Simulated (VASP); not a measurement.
# Al3C2 (P-4m2) in VASP: notebook

Runs on Al3C2. Level: PBE. Tasks: single point, relaxation of cell and atoms.

Program: VASP 6.6.1. These are calculated values, not measurements. Logs are shortened: lines on timing, memory, paths and dates and some standing lists are left out, and cuts for length are marked.

### 1 The cell of the first run

It takes space group P-4m2 (No. 115, tetragonal). The conventional cell has a = 3.078 Å, b = 3.078 Å, c = 5.692 Å, α = 90.00°, β = 90.00°, γ = 90.00°. Al (site symmetry 2mm) has 5 C at 2.10 to 2.23 Å and 6 Al at 2.55 to 2.72 Å within 2.8 Å. Within 2.9 Å of Al (site symmetry -4m2) lie 4 C at 2.19 Å and 4 Al at 2.55 Å. C (site symmetry 2mm) has 7 Al at 2.10 to 2.23 Å within 2.8 Å.

### 2 Single point, PBE

INCAR

```
PREC = Accurate
ENCUT = 520
EDIFF = 1E-6
ISMEAR = 0
SIGMA = 0.1
LREAL = False
LASPH = True
NELM = 60
ALGO = Normal
ISIF = 2
LWAVE = False
LCHARG = False
GGA = PE
NBANDS = 16
```

KPOINTS

```
Automatic mesh
0
Gamma
  6 6 4
```

POSCAR

```
Al3C2
1.0
    3.0776675006      0.0000000000      0.0000000000
    0.0000000000      3.0776675006      0.0000000000
    0.0000000000      0.0000000000      5.6919538196
Al C
3 2
Direct
    0.0000000000      0.5000000000      0.3572793014
    0.5000000000      0.0000000000      0.6427206986
    0.5000000000      0.5000000000      0.0000000000
    0.5000000000      0.0000000000      0.2734851848
    0.0000000000      0.5000000000      0.7265148152
```

Potentials or basis: VASP PAW PBE potentials, release 64 (Al, C).

Launch:

```bash
$ cat potpaw_PBE.64/Al/POTCAR potpaw_PBE.64/C/POTCAR > POTCAR
$ mpirun -np 1 vasp_std > vasp.out
```

OUTCAR:

```text
PREC = Accurate
   ENCUT = 520
   EDIFF = 1E-6
   ISMEAR = 0
   LREAL = False
   LASPH = True
   NELM = 60
   ISIF = 2
   GGA = PE

 ion  position               nearest neighbor table
   1  0.000  0.500  0.357-   5 2.10   4 2.23   4 2.23   4 2.23   4 2.23   3 2.55   3 2.55   2 2.72
                             2 2.72   2 2.72   2 2.72
   2  0.500  0.000  0.643-   4 2.10   5 2.23   5 2.23   5 2.23   5 2.23   3 2.55   3 2.55   1 2.72
                             1 2.72   1 2.72   1 2.72
   3  0.500  0.500  0.000-   4 2.19   5 2.19   4 2.19   5 2.19   2 2.55   1 2.55   1 2.55   2 2.55

   4  0.500  0.000  0.273-   2 2.10   3 2.19   3 2.19   1 2.23   1 2.23   1 2.23   1 2.23
   5  0.000  0.500  0.727-   1 2.10   3 2.19   3 2.19   2 2.23   2 2.23   2 2.23   2 2.23

  LATTYP: Found a simple tetragonal cell.
 ALAT       =     3.0776675006
 C/A-ratio  =     1.8494375427

  Lattice vectors:

 A1 = (   3.0776675006,   0.0000000000,   0.0000000000)
 A2 = (   0.0000000000,   3.0776675006,   0.0000000000)
 A3 = (   0.0000000000,   0.0000000000,   5.6919538196)

Analysis of symmetry for initial positions (statically):
=====================================================================
 Subroutine PRICEL returns:
 Original cell was already a primitive cell.

 Routine SETGRP: Setting up the symmetry group for a
 simple tetragonal supercell.

 Subroutine GETGRP returns: Found  8 space group operations
 (whereof  8 operations were pure point group operations)
 out of a pool of 16 trial point group operations.

The static configuration has the point symmetry D_2d.

Analysis of symmetry for dynamics (positions and initial velocities):
=====================================================================
 Subroutine PRICEL returns:
 Original cell was already a primitive cell.

 Routine SETGRP: Setting up the symmetry group for a
 simple tetragonal supercell.

 Subroutine GETGRP returns: Found  8 space group operations
 (whereof  8 operations were pure point group operations)
 out of a pool of 16 trial point group operations.

The dynamic configuration has the point symmetry D_2d.

 Subroutine INISYM returns: Found  8 space group operations
 (whereof  8 operations are pure point group operations),
 and found     1 'primitive' translations

----------------------------------------------------------------------------------------

                                     Primitive cell

  volume of cell :      53.9144

  direct lattice vectors                    reciprocal lattice vectors
     3.077667501  0.000000000  0.000000000     0.324921389  0.000000000  0.000000000
     0.000000000  3.077667501  0.000000000     0.000000000  0.324921389  0.000000000
     0.000000000  0.000000000  5.691953820     0.000000000  0.000000000  0.175686598

  length of vectors
     3.077667501  3.077667501  5.691953820     0.324921389  0.324921389  0.175686598

  position of ions in fractional coordinates (direct lattice)
     0.000000000  0.500000000  0.357279301
     0.500000000  0.000000000  0.642720699
     0.500000000  0.500000000  0.000000000
     0.500000000  0.000000000  0.273485185
     0.000000000  0.500000000  0.726514815

  ion indices of the primitive-cell ions
   primitive index   ion index
                 1           1
                 2           2
                 3           3
                 4           4
                 5           5

----------------------------------------------------------------------------------------

 KPOINTS: Automatic mesh

Automatic generation of k-mesh.
 Grid dimensions read from file:
 generate k-points for:    6    6    4

 Generating k-lattice:

  Cartesian coordinates                     Fractional coordinates (reciprocal lattice)
     0.054153565  0.000000000  0.000000000     0.166666667  0.000000000  0.000000000
     0.000000000  0.054153565  0.000000000     0.000000000  0.166666667  0.000000000
     0.000000000  0.000000000  0.043921649     0.000000000  0.000000000  0.250000000

  Length of vectors
     0.054153565  0.054153565  0.043921649

  Shift w.r.t. Gamma in fractional coordinates (k-lattice)
     0.000000000  0.000000000  0.000000000

 Subroutine IBZKPT returns following result:
 ===========================================

 Found     30 irreducible k-points:

 Following reciprocal coordinates:
            Coordinates               Weight
  0.000000  0.000000  0.000000      1.000000
  0.166667  0.000000  0.000000      4.000000
  0.333333  0.000000  0.000000      4.000000
  0.500000  0.000000  0.000000      2.000000
  0.166667  0.166667  0.000000      4.000000
  0.333333  0.166667  0.000000      8.000000
[... 16 lines left out ...]
  0.333333  0.000000  0.500000      4.000000
  0.500000  0.000000  0.500000      2.000000
 [... further k-points ...]
   k-points           NKPTS =     30   k-points in BZ     NKDIM =     30   number of bands    NBANDS=     16
   number of dos      NEDOS =    301   number of ions     NIONS =      5
   total plane-waves  NPLWV =  24192
   dimension x,y,z NGX =    24 NGY =   24 NGZ =   42
   dimension x,y,z NGXF=    48 NGYF=   48 NGZF=   84
   ions per type =               3   2
   NGX,Y,Z   is equivalent  to a cutoff of  12.96, 12.96, 12.27 a.u.
   NGXF,Y,Z  is equivalent  to a cutoff of  25.93, 25.93, 24.53 a.u.
 SYSTEM =  unknown system
   PREC   = accura    normal or accurate (medium, high low for compatibility)
   ISTART =      0    job   : 0-new  1-cont  2-samecut
   ICHARG =      2    charge: 1-file 2-atom 10-const
   ISPIN  =      1    spin polarized calculation?
   LNONCOLLINEAR =      F non collinear calculations
   LSORBIT =      F    spin-orbit coupling
   LASPH  =      T    aspherical Exc in radial PAW
   ENCUT  =  520.0 eV  38.22 Ry    6.18 a.u.   5.72  5.72 10.58*2*pi/ulx,y,z
   NELM   =     60;   NELMIN=  2; NELMDL= -5     # of ELM steps
   EDIFF  = 0.1E-05   stopping-criterion for ELM
   LREAL  =      F    real-space projection
   EDIFFG = 0.1E-04   stopping-criterion for IOM
   NSW    =      0    number of steps for IOM
   IBRION =     -1    ionic relax: 0-MD 1-quasi-New 2-CG
   NFREE  =      0    steps in history (QN), initial steepest desc. (CG)
   ISIF   =      2    stress and relaxation
   ISYM   =      2    0-nonsym 1-usesym 2-fastsym
   POTIM  = 0.5000    time-step for ionic-motion
   TEBEG  =    0.0;   TEEND  =   0.0 temperature during run
   PSTRESS=    0.0 pullay stress
   NELECT =      17.0000    total number of electrons
   NUPDOWN=      -1.0000    fix difference up-down
   EMIN   =  10.00;   EMAX   =-10.00  energy-range for DOS
   EFERMI =   0.00;   METHOD = LEGACY
   ISMEAR =     0;   SIGMA  =   0.10  broadening in eV -4-tet -1-fermi 0-gaus
   EFERMI_NEDOS =   21; number of points for ismear=-14 and -15
   IALGO  =     38    algorithm
   IMIX   =      4    mixing-type and parameters
     AMIX     =   0.40;   BMIX     =  1.00
     AMIX_MAG =   1.60;   BMIX_MAG =  1.00
  volume/ion in A,a.u.               =      10.78        72.77
  Fermi-wavevector in a.u.,A,eV,Ry     =   1.114268  2.105661 16.892892  1.241593
  Thomas-Fermi vector in A             =   2.250861
   LORBIT       =      0    0 simple, 1 ext, 2 COOP (PROOUT), +10 PAW based schemes
   GGA     = PE    functional components
   LHFCALC =     F    Hartree Fock is set to
   AEXX    =    0.0000 exact exchange contribution
   IVDW    =     0    specifies the selected vdW correction
   LEPSILON=     F    determine dielectric tensor
   LRPA    =     F    only Hartree local field effects (RPA)
 non-spin polarized calculation
 Gauss-broadening in eV      SIGMA  =   0.10
  energy-cutoff  :      520.00
  volume of cell :       53.91
 maximum number of plane-waves:      1472
 NGX is ok and might be reduce to    24
   NGX = 11   NGY = 11   NGZ = 21

 number of electron      17.0000000 magnetization

 Free energy of the ion-electron system (eV)
  ---------------------------------------------------
  ext. energy  EPLUGINS =         0.00000000
  ---------------------------------------------------
  free energy    TOTEN  =       -27.75161016 eV

  energy without entropy =      -27.74831455  energy(sigma->0) =      -27.74996236

 E-fermi :   9.8787     XC(G=0): -11.2645

 val. band max:        9.7471912456   @ k =   0.5000   0.1667   0.5000
 cond. band min:       9.8983613382   @ k =   0.3333   0.0000   0.2500
 fundamental gap:      0.1511700926
 Fermi energy:         9.8787303894

 k-point     1 :       0.0000    0.0000    0.0000
  band No.  band energies     occupation
      1      -5.6211      2.00000
      2      -2.8715      2.00000
      3       0.5267      2.00000
      4       6.9112      2.00000
      5       6.9112      2.00000
      6       7.1251      2.00000
[... 8 lines left out ...]
     15      16.2301      0.00000
     16      17.2685      0.00000

 k-point     2 :       0.1667    0.0000    0.0000
  band No.  band energies     occupation
      1      -5.2531      2.00000
      2      -2.6038      2.00000
      3       0.9071      2.00000
      4       4.5381      2.00000
      5       6.5555      2.00000
      6       7.1506      2.00000
[... 8 lines left out ...]
     15      16.4219      0.00000
     16      17.7258      0.00000

 k-point     3 :       0.3333    0.0000    0.0000
  band No.  band energies     occupation
      1      -4.1976      2.00000
      2      -2.0736      2.00000
      3       1.7753      2.00000
      4       2.2023      2.00000
      5       3.8904      2.00000
      6       5.9244      2.00000
[... 8 lines left out ...]
     15      16.5609      0.00000
     16      17.3969      0.00000

 k-point     4 :       0.5000    0.0000    0.0000
  band No.  band energies     occupation
      1      -2.9202      2.00000
      2      -2.4747      2.00000
      3       1.2862      2.00000
      4       2.3185      2.00000
      5       3.6025      2.00000
      6       4.1116      2.00000
[... 8 lines left out ...]
     15      16.3829      0.00000
     16      17.1282      0.00000

 k-point     5 :       0.1667    0.1667    0.0000
  band No.  band energies     occupation
      1      -4.8892      2.00000
      2      -2.3415      2.00000
      3       1.2837      2.00000
      4       4.6990      2.00000
      5       5.0346      2.00000
      6       6.4515      2.00000
[... 8 lines left out ...]
     15      16.9237      0.00000
     16      17.3465      0.00000

 k-point     6 :       0.3333    0.1667    0.0000
  band No.  band energies     occupation
      1      -3.8478      2.00000
      2      -1.8188      2.00000
      3       2.1236      2.00000
      4       2.5565      2.00000
      5       4.1289      2.00000
      6       5.6902      2.00000
[... 8 lines left out ...]
     15      16.2964      0.00000
     16      18.1096      0.00000
[... 267 lines left out ...]
 k-point    21 :       0.0000    0.0000    0.5000
  band No.  band energies     occupation
      1      -5.1079      2.00000
      2      -4.1022      2.00000
      3       3.4131      2.00000
      4       3.7973      2.00000
      5       7.1886      2.00000
      6       7.1886      2.00000
[... 8 lines left out ...]
     15      17.7874      0.00000
     16      17.7874      0.00000

 k-point    22 :       0.1667    0.0000    0.5000
  band No.  band energies     occupation
      1      -4.7497      2.00000
      2      -3.7686      2.00000
      3       3.4932      2.00000
      4       3.6157      2.00000
      5       5.6543      2.00000
      6       6.1596      2.00000
[... 8 lines left out ...]
     15      17.4634      0.00000
     16      17.8003      0.00000

 k-point    23 :       0.3333    0.0000    0.5000
  band No.  band energies     occupation
      1      -3.7426      2.00000
      2      -2.8894      2.00000
      3       1.5355      2.00000
      4       2.6063      2.00000
      5       5.0132      2.00000
      6       5.8985      2.00000
[... 8 lines left out ...]
     15      17.2793      0.00000
     16      17.7249      0.00000

 k-point    24 :       0.5000    0.0000    0.5000
  band No.  band energies     occupation
      1      -2.7304      2.00000
      2      -2.3436      2.00000
      3       0.2296      2.00000
      4       1.2374      2.00000
      5       5.7060      2.00000
      6       6.3341      2.00000
[... 8 lines left out ...]
     15      16.7712      0.00000
     16      16.8890      0.00000

 [... further k-points ...]

------------------------ aborting loop because EDIFF is reached ----------------------------------------

  FORCE on cell =-STRESS in cart. coord.  units (eV):
  Direction    XX          YY          ZZ          XY          YZ          ZX
  --------------------------------------------------------------------------------------
  -------------------------------------------------------------------------------------
  Total       -0.0212092     -0.0212092     -0.0565701      0.0000000      0.0000000      0.0000000
  in kB       -0.6302741     -0.6302741     -1.6810958      0.0000000      0.0000000      0.0000000
  external PRESSURE =      -0.9805480 kB  Pullay stress =       0.0000000 kB

 VOLUME and BASIS-vectors are now :
 -----------------------------------------------------------------------------
  energy-cutoff  :      520.00
  volume of cell :       53.91
      direct lattice vectors                 reciprocal lattice vectors
     3.077667501  0.000000000  0.000000000     0.324921389  0.000000000  0.000000000
     0.000000000  3.077667501  0.000000000     0.000000000  0.324921389  0.000000000
     0.000000000  0.000000000  5.691953820     0.000000000  0.000000000  0.175686598

 POSITION                                       TOTAL-FORCE (eV/Angst)
 -----------------------------------------------------------------------------------
      0.00000      1.53883      2.03362        -0.000000     -0.000000      0.000246
      1.53883      0.00000      3.65834         0.000000      0.000000     -0.000246
      1.53883      1.53883      0.00000         0.000000     -0.000000      0.000000
      1.53883      0.00000      1.55667         0.000000      0.000000      0.006325
      0.00000      1.53883      4.13529         0.000000      0.000000     -0.006325
 -----------------------------------------------------------------------------------
    total drift:                                0.000000      0.000000      0.000000

  FREE ENERGIE OF THE ION-ELECTRON SYSTEM (eV)
  ---------------------------------------------------
  free  energy   TOTEN  =       -27.7516101642 eV

  energy  without entropy=      -27.7483145532  energy(sigma->0) =      -27.74996236
```

It took 6.9 s on 1 thread of Intel Xeon 6975P-C (Granite Rapids), shared host; peak memory 0.16 GiB.

Results:

```
Free energy   : -27.7516 eV
Pressure      : -0.1 GPa
Largest force : 0.006 eV/Å
```

Forces in eV/Å, atoms in the order of the input:
```
Al   0.000  0.000  0.000
Al   0.000  0.000  0.000
Al   0.000  0.000  0.000
C    0.000  0.000  0.006
C    0.000  0.000 -0.006
```

Levels at points of the mesh, in eV from the Fermi level:
| k point | band 5 | band 6 | band 7 | band 8 | band 9 | band 10 | band 11 | band 12 |
| --- | --- | --- | --- | --- | --- | --- | --- | --- |
| (0.00, 0.00, 0.00) | -2.97 | -2.75 | -1.37 | -1.37 | 0.24 | 0.71 | 2.66 | 5.38 |
| (0.50, 0.00, 0.00) | -6.28 | -5.77 | -1.67 | -0.90 | 1.99 | 2.19 | 4.32 | 5.10 |
| (0.50, 0.50, 0.00) | -6.00 | -4.28 | -4.26 | -4.26 | -2.44 | -2.44 | -0.49 | 1.22 |
| (0.00, 0.00, 0.50) | -2.69 | -2.69 | -1.84 | -1.84 | 0.54 | 2.45 | 3.16 | 3.48 |
| (0.50, 0.00, 0.50) | -4.17 | -3.54 | -1.66 | -0.88 | -0.67 | -0.36 | 4.32 | 5.28 |
| (0.50, 0.50, 0.50) | -6.63 | -5.13 | -5.13 | -5.03 | -0.60 | -0.60 | 1.88 | 3.76 |

### 3 Single point, PBE

This run uses another cell than the first one, of 13.35 Å³/atom, 1.238 times its volume.

INCAR

```
SYSTEM = Al3C2
PREC = Accurate ; ENCUT = 520
EDIFF = 1E-7 ; ISMEAR = 0
SIGMA = 0.1 ; LREAL = .False.
LASPH = .True. ; NELM = 60
ALGO = Normal ; ISIF = 2
LWAVE = .False. ; LCHARG = .False.
GGA = PE ; NBANDS = 16
```

KPOINTS

```
regular mesh
0
Gamma
  6 6 4
  0 0 0
```

POSCAR

```
Al3C2
1.0
    3.1963084700      0.0000000000      0.0000000000
    0.0000000000      3.1963084700      0.0000000000
    0.0000000000      0.0000000000      6.5334443500
Al C
3 2
Direct
    0.0000000000      0.5000000000      0.3652538100
    0.5000000000      0.0000000000      0.6347461900
    0.5000000000      0.5000000000      0.0000000000
    0.5000000000      0.0000000000      0.2621575700
    0.0000000000      0.5000000000      0.7378424300
```

Potentials or basis: VASP PAW PBE potentials, release 64 (Al, C).

Launch:

```bash
$ cat potpaw_PBE.64/Al/POTCAR potpaw_PBE.64/C/POTCAR > POTCAR
$ mpirun -np 1 vasp_std > vasp.out
```

Wall time 9.3 s (1 thread of Intel Xeon 6975P-C (Granite Rapids), shared host); peak memory 0.17 GiB.

Results (log left out):

| Item | Value |
| --- | --- |
| Free energy | -26.1847 eV |
| Pressure | -21.7 GPa |
| Largest force | 1.168 eV/Å |

Forces on the atoms (eV/Å):
```
Al   0.000  0.000 -1.168
Al   0.000  0.000  1.168
Al   0.000  0.000  0.000
C    0.000  0.000  0.799
C    0.000  0.000 -0.799
```

Stress tensor (GPa, compression positive):
```
-15.48   0.00   0.00
  0.00 -15.48   0.00
  0.00   0.00 -34.01
```

Levels at points of the mesh, in eV from the Fermi level:
| k point | band 6 | band 7 | band 8 | band 9 | band 10 | band 11 |
| --- | --- | --- | --- | --- | --- | --- |
| (0.00, 0.00, 0.00) | -1.74 | -0.99 | -0.69 | -0.69 | 0.61 | 3.52 |
| (0.50, 0.00, 0.00) | -4.76 | -0.62 | -0.01 | 1.72 | 2.24 | 2.45 |
| (0.50, 0.50, 0.00) | -3.51 | -3.33 | -3.33 | -1.97 | -1.97 | -0.67 |
| (0.00, 0.00, 0.50) | -1.54 | -0.99 | -0.99 | 0.96 | 1.57 | 3.00 |
| (0.50, 0.00, 0.50) | -3.14 | -1.43 | -0.72 | -0.61 | 0.00 | 4.60 |
| (0.50, 0.50, 0.50) | -3.98 | -3.98 | -3.93 | -0.32 | -0.32 | 1.27 |

Caveat: forces of over 1 eV/Å act on the atoms, so gaps and moduli don't describe the material at rest.

[end of part 1 of 2]
